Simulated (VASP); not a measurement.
**K3Br: single point with r2SCAN**

Crystal: K3Br.

```
CELL_PARAMETERS angstrom
5.81703 0.00000 0.00000
0.00000 5.81703 0.00000
0.00000 0.00000 5.81703
ATOMIC_POSITIONS crystal
K 0.00000 0.50000 0.50000
K 0.50000 0.00000 0.50000
K 0.50000 0.50000 0.00000
Br 0.00000 0.00000 0.00000
```

```json
{
 "Program": "VASP 6.6.1",
 "Task": "single point",
 "Functional": "r2SCAN",
 "Potentials or basis": "VASP PAW PBE potentials, release 64 (K_sv, Br)",
 "Cutoff": "520 eV",
 "k mesh": "4 × 4 × 4",
 "Occupations": "gaussian, width 0.1 eV",
 "Spin": "no spin polarisation",
 "Dipole correction": "no",
 "Further INCAR settings": "ALGO = Normal; EDIFF = 1e-06; NBANDS = 25"
}
```

- Pressure: 0.2 GPa
- Band gap on the k mesh: zero (band 17 reaches 2.06 eV, above the bottom of band 18 at 1.25 eV)

Levels at points of the mesh, in eV from the Fermi level:
```csv
k point,band 14,band 15,band 16,band 17,band 18,band 19,band 20,band 21
"(0.00, 0.00, 0.00)",-4.59,-4.59,-4.59,-1.99,1.31,1.35,1.35,2.63
"(0.50, 0.00, 0.00)",-4.88,-4.60,-4.60,-0.72,-0.13,2.08,2.38,2.50
"(0.50, 0.50, 0.00)",-4.79,-4.79,-4.61,-0.30,1.16,1.16,1.39,2.52
"(0.50, 0.50, 0.50)",-4.72,-4.72,-4.72,0.68,0.68,0.68,0.71,2.30
```

Run time: 4.3 min on 1 thread of Oxide Virtual Turin-like Processor, with other jobs on the host, peak memory 0.34 GiB.

Caveat: the PAW data sets were made with another functional, which shifts forces and pressure a little.
